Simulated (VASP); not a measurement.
# InP (Fm-3m) in VASP: notebook

The runs below take InP through single point, with PBEsol.

Everything below comes from runs of VASP 6.6.1. Logs are shortened: lines on timing, memory, paths and dates and some standing lists are left out, and cuts for length are marked.

## Step 1: The cell of the first run

It takes space group Fm-3m (No. 225, cubic). The conventional cell has a = 5.385 Å, b = 5.385 Å, c = 5.385 Å, α = 90.00°, β = 90.00°, γ = 90.00°. Within 3.6 Å of In (site symmetry m-3m) lie 6 P at 2.69 Å. Within 3.6 Å of P (site symmetry m-3m) lie 6 In at 2.69 Å.

## Step 2: Single point, PBEsol (volume scaled by 0.960)

Contents of INCAR:

```
PREC = Accurate
ENCUT = 520
EDIFF = 1E-6
ISMEAR = 0
SIGMA = 0.05
LREAL = False
LASPH = True
NELM = 100
ALGO = Normal
ISIF = 2
LWAVE = False
LCHARG = True
GGA = PS
LELF = True
LVHAR = True
NBANDS = 16
```

Contents of KPOINTS:

```
Automatic mesh
0
Gamma
  14 14 14
```

Contents of POSCAR:

```
InP
1.0
    0.0000000000      2.6924329151      2.6924329151
    2.6924329151      0.0000000000      2.6924329151
    2.6924329151      2.6924329151      0.0000000000
In P
1 1
Direct
    0.0000000000      0.0000000000      0.0000000000
    0.5000000000      0.5000000000      0.5000000000
```

Potentials or basis: VASP PAW PBE potentials, release 64 (In_d, P).

Run with:

```console
cat potpaw_PBE.64/In_d/POTCAR potpaw_PBE.64/P/POTCAR > POTCAR
mpirun -np 1 vasp_std > vasp.out
```

OUTCAR:

```text
PREC = Accurate
   ENCUT = 520
   EDIFF = 1E-6
   ISMEAR = 0
   LREAL = False
   LASPH = True
   NELM = 100
   ISIF = 2
   GGA = PS

 ion  position               nearest neighbor table
   1  0.000  0.000  0.000-   2 2.69   2 2.69   2 2.69   2 2.69   2 2.69   2 2.69
   2  0.500  0.500  0.500-   1 2.69   1 2.69   1 2.69   1 2.69   1 2.69   1 2.69

  LATTYP: Found a face centered cubic cell.
 ALAT       =     5.3848658302

  Lattice vectors:

 A1 = (   0.0000000000,   2.6924329151,   2.6924329151)
 A2 = (   2.6924329151,   0.0000000000,   2.6924329151)
 A3 = (   2.6924329151,   2.6924329151,   0.0000000000)

Analysis of symmetry for initial positions (statically):
=====================================================================
 Subroutine PRICEL returns:
 Original cell was already a primitive cell.

 Routine SETGRP: Setting up the symmetry group for a
 face centered cubic supercell.

 Subroutine GETGRP returns: Found 48 space group operations
 (whereof 48 operations were pure point group operations)
 out of a pool of 48 trial point group operations.

The static configuration has the point symmetry O_h .

Analysis of symmetry for dynamics (positions and initial velocities):
=====================================================================
 Subroutine PRICEL returns:
 Original cell was already a primitive cell.

 Routine SETGRP: Setting up the symmetry group for a
 face centered cubic supercell.

 Subroutine GETGRP returns: Found 48 space group operations
 (whereof 48 operations were pure point group operations)
 out of a pool of 48 trial point group operations.

The dynamic configuration has the point symmetry O_h .

 Subroutine INISYM returns: Found 48 space group operations
 (whereof 48 operations are pure point group operations),
 and found     1 'primitive' translations

----------------------------------------------------------------------------------------

                                     Primitive cell

  volume of cell :      39.0359

  direct lattice vectors                    reciprocal lattice vectors
     0.000000000  2.692432915  2.692432915    -0.185705648  0.185705648  0.185705648
     2.692432915  0.000000000  2.692432915     0.185705648 -0.185705648  0.185705648
     2.692432915  2.692432915  0.000000000     0.185705648  0.185705648 -0.185705648

  length of vectors
     3.807675144  3.807675144  3.807675144     0.321651618  0.321651618  0.321651618

  position of ions in fractional coordinates (direct lattice)
     0.000000000  0.000000000  0.000000000
     0.500000000  0.500000000  0.500000000
[... 78 lines left out ...]
   LREAL  =      F    real-space projection
   EDIFFG = 0.1E-04   stopping-criterion for IOM
   NSW    =      0    number of steps for IOM
   IBRION =     -1    ionic relax: 0-MD 1-quasi-New 2-CG
   NFREE  =      0    steps in history (QN), initial steepest desc. (CG)
   ISIF   =      2    stress and relaxation
   ISYM   =      2    0-nonsym 1-usesym 2-fastsym
   POTIM  = 0.5000    time-step for ionic-motion
   TEBEG  =    0.0;   TEEND  =   0.0 temperature during run
   PSTRESS=    0.0 pullay stress
   NELECT =      18.0000    total number of electrons
   NUPDOWN=      -1.0000    fix difference up-down
   EMIN   =  10.00;   EMAX   =-10.00  energy-range for DOS
   EFERMI =   0.00;   METHOD = LEGACY
   ISMEAR =     0;   SIGMA  =   0.05  broadening in eV -4-tet -1-fermi 0-gaus
   EFERMI_NEDOS =   21; number of points for ismear=-14 and -15
   IALGO  =     38    algorithm
   IMIX   =      4    mixing-type and parameters
     AMIX     =   0.40;   BMIX     =  1.00
     AMIX_MAG =   1.60;   BMIX_MAG =  1.00
  volume/ion in A,a.u.               =      19.52       131.71
  Fermi-wavevector in a.u.,A,eV,Ry     =   1.264768  2.390064 21.764388  1.599637
  Thomas-Fermi vector in A             =   2.398056
   LORBIT       =      0    0 simple, 1 ext, 2 COOP (PROOUT), +10 PAW based schemes
   GGA     = PS    functional components
   LHFCALC =     F    Hartree Fock is set to
   AEXX    =    0.0000 exact exchange contribution
   IVDW    =     0    specifies the selected vdW correction
   LEPSILON=     F    determine dielectric tensor
   LRPA    =     F    only Hartree local field effects (RPA)
 non-spin polarized calculation
 Gauss-broadening in eV      SIGMA  =   0.05
  energy-cutoff  :      520.00
  volume of cell :       39.04
 maximum number of plane-waves:      1067
   NGX = 15   NGY = 15   NGZ = 15

 number of electron      18.0000005 magnetization

 Free energy of the ion-electron system (eV)
  ---------------------------------------------------
  ext. energy  EPLUGINS =         0.00000000
  ---------------------------------------------------
  free energy    TOTEN  =        -8.77391169 eV

  energy without entropy =       -8.77230879  energy(sigma->0) =       -8.77311024

 E-fermi :   7.9632     XC(G=0): -10.9422

 val. band max:        7.9550564336   @ k =   0.3571   0.1429   0.0714
 cond. band min:       7.9742079081   @ k =  -0.3571   0.1429   0.0000
 fundamental gap:      0.0191514745
 Fermi energy:         7.9632027014

 k-point     1 :       0.0000    0.0000    0.0000
  band No.  band energies     occupation
      1      -6.2565      2.00000
      2      -6.2565      2.00000
      3      -6.2291      2.00000
      4      -6.2291      2.00000
      5      -6.2291      2.00000
      6      -4.6892      2.00000
[... 433 lines left out ...]
      3      -6.2483      2.00000
      4      -6.1777      2.00000
      5      -6.1578      2.00000
      6      -3.6299      2.00000
[... 8 lines left out ...]
     15      18.3257      0.00000
     16      18.5400      0.00000

 [... further k-points ...]

------------------------ aborting loop because EDIFF is reached ----------------------------------------

  FORCE on cell =-STRESS in cart. coord.  units (eV):
  Direction    XX          YY          ZZ          XY          YZ          ZX
  --------------------------------------------------------------------------------------
  -------------------------------------------------------------------------------------
  Total        0.9365090      0.9365090      0.9365090      0.0000000      0.0000000     -0.0000000
  in kB       38.4377433     38.4377433     38.4377433      0.0000000      0.0000000     -0.0000000
  external PRESSURE =      38.4377433 kB  Pullay stress =       0.0000000 kB

 VOLUME and BASIS-vectors are now :
 -----------------------------------------------------------------------------
  energy-cutoff  :      520.00
  volume of cell :       39.04
      direct lattice vectors                 reciprocal lattice vectors
     0.000000000  2.692432915  2.692432915    -0.185705648  0.185705648  0.185705648
     2.692432915  0.000000000  2.692432915     0.185705648 -0.185705648  0.185705648
     2.692432915  2.692432915  0.000000000     0.185705648  0.185705648 -0.185705648

 POSITION                                       TOTAL-FORCE (eV/Angst)
 -----------------------------------------------------------------------------------
      0.00000      0.00000      0.00000        -0.000000      0.000000     -0.000000
      2.69243      2.69243      2.69243         0.000000     -0.000000      0.000000
 -----------------------------------------------------------------------------------
    total drift:                               -0.000000      0.000000      0.000000

  FREE ENERGIE OF THE ION-ELECTRON SYSTEM (eV)
  ---------------------------------------------------
  free  energy   TOTEN  =        -8.7739116933 eV

  energy  without entropy=       -8.7723087861  energy(sigma->0) =       -8.77311024
```

OSZICAR:

```text
N       E                     dE             d eps       ncg     rms          rms(c)
DAV:   1     0.106423677223E+03    0.10642E+03   -0.84640E+03  3352   0.136E+03
DAV:   2    -0.275427151096E+01   -0.10918E+03   -0.10434E+03  3856   0.308E+02
DAV:   3    -0.893884394314E+01   -0.61846E+01   -0.61057E+01  4264   0.696E+01
DAV:   4    -0.908287162438E+01   -0.14403E+00   -0.14398E+00  4336   0.105E+01
DAV:   5    -0.908836107714E+01   -0.54895E-02   -0.54893E-02  4776   0.181E+00    0.534E+00
DAV:   6    -0.879319107538E+01    0.29517E+00   -0.50427E-01  4992   0.143E+01    0.301E+00
DAV:   7    -0.877680036511E+01    0.16391E-01   -0.74793E-02  5256   0.291E+00    0.119E+00
DAV:   8    -0.877400329111E+01    0.27971E-02   -0.59062E-03  4576   0.101E+00    0.173E-01
DAV:   9    -0.877390692797E+01    0.96363E-04   -0.39563E-04  5240   0.356E-01    0.850E-02
DAV:  10    -0.877390995549E+01   -0.30275E-05   -0.29047E-05  4216   0.460E-02    0.440E-02
DAV:  11    -0.877391136177E+01   -0.14063E-05   -0.50024E-06  4472   0.175E-02    0.627E-03
DAV:  12    -0.877391169328E+01   -0.33151E-06   -0.10344E-06  2336   0.181E-02
   1 F= -.87739117E+01 E0= -.87731102E+01  d E =-.160291E-02
```

stdout:

```text
POSCAR found type information on POSCAR InP
 POSCAR found :  2 types and       2 ions
 scaLAPACK will be used
 -----------------------------------------------------------------------------
|                                                                             |
|                                                                             |
|     You enforced a specific xc type in the INCAR file but a different       |
|     I HOPE YOU KNOW WHAT YOU ARE DOING!                                     |
|                                                                             |
 -----------------------------------------------------------------------------

 LDA part: xc-table for (Slater+PW92), standard interpolation
 POSCAR, INCAR and KPOINTS ok, starting setup
 FFT: planning ... GRIDC
 FFT: planning ... GRID_SOFT
 FFT: planning ... GRID
 WAVECAR not read
 entering main loop
```

Run time: 40 s. Hardware: 1 thread of Intel Xeon Platinum 8559C (Emerald Rapids), shared host; peak memory 0.19 GiB.

What came out:

| Item | Value |
| --- | --- |
| Free energy | -8.7739 eV |
| Pressure | 3.8 GPa |
| Band gap on the k mesh | zero (band 9 reaches 8.36 eV, above the bottom of band 10 at 5.53 eV) |

Levels at points of the mesh, in eV from the Fermi level:
| k point | band 5 | band 6 | band 7 | band 8 | band 9 | band 10 | band 11 | band 12 | band 13 | band 14 |
| --- | --- | --- | --- | --- | --- | --- | --- | --- | --- | --- |
| (0.00, 0.00, 0.00) | -14.19 | -12.65 | -0.30 | -0.30 | -0.30 | 1.22 | 7.12 | 7.12 | 7.12 | 8.96 |
| (0.50, 0.00, 0.00) | -14.08 | -10.26 | -7.11 | 0.23 | 0.23 | 2.49 | 3.36 | 3.36 | 5.86 | 11.49 |
| (0.50, 0.50, 0.00) | -14.04 | -8.86 | -5.50 | -2.60 | -2.60 | -2.43 | 3.62 | 10.58 | 10.58 | 10.86 |

Caveat: the cell differs from its parent crystal (volume scaled by 0.960); the PAW data sets were made with another functional, which shifts forces and pressure a little; spin-orbit coupling is left out, which moves the levels of the heavy elements.

## Step 3: Single point, PBEsol

This run uses another cell than the first one, of 20.33 Å³/atom, 1.042 times its volume.

Contents of INCAR:

```
SYSTEM = InP
  ALGO = Normal
  EDIFF = 1E-6
  ENCUT = 520
  GGA = PS
  ISIF = 2
  ISMEAR = 0
  LASPH = .TRUE.
  LCHARG = .TRUE.
  LELF = .TRUE.
  LREAL = .FALSE.
  LVHAR = .TRUE.
  LWAVE = .FALSE.
  NBANDS = 16
  NELM = 80
  PREC = Accurate
  SIGMA = 0.05
```

Contents of KPOINTS:

```
k-points
0
G
  14 14 14
  0 0 0
```

Contents of POSCAR:

```
InP
1.0
    0.0000000000      2.7293201415      2.7293201415
    2.7293201415      0.0000000000      2.7293201415
    2.7293201415      2.7293201415      0.0000000000
In P
1 1
Direct
    0.0000000000      0.0000000000      0.0000000000
    0.5000000000      0.5000000000      0.5000000000
```

Potentials or basis: VASP PAW PBE potentials, release 64 (In_d, P).

Run with:

```console
cat potpaw_PBE.64/In_d/POTCAR potpaw_PBE.64/P/POTCAR > POTCAR
mpirun -np 1 vasp_std > vasp.out
```

Wall time 49 s (1 thread of Intel Xeon Platinum 8559C (Emerald Rapids), shared host); peak memory 0.21 GiB.

The run converged. Its results:

- Free energy: -8.7937 eV
- Pressure: 0.0 GPa
- Band gap on the k mesh: zero (band 9 reaches 7.80 eV, above the bottom of band 10 at 4.97 eV)

Levels at points of the mesh, in eV from the Fermi level:
```tsv
k point	band 5	band 6	band 7	band 8	band 9	band 10	band 11	band 12	band 13	band 14
(0.00, 0.00, 0.00)	-14.12	-12.32	-0.26	-0.26	-0.26	0.87	7.12	7.12	7.12	8.71
(0.50, 0.00, 0.00)	-14.02	-10.07	-6.87	0.22	0.22	2.47	3.39	3.39	5.53	11.28
(0.50, 0.50, 0.00)	-13.99	-8.81	-5.22	-2.47	-2.45	-2.45	3.71	10.23	10.23	10.51
```

Caveat: the PAW data sets were made with another functional, which shifts forces and pressure a little; spin-orbit coupling is left out, which moves the levels of the heavy elements.

(Part 1 of 2 ends here.)
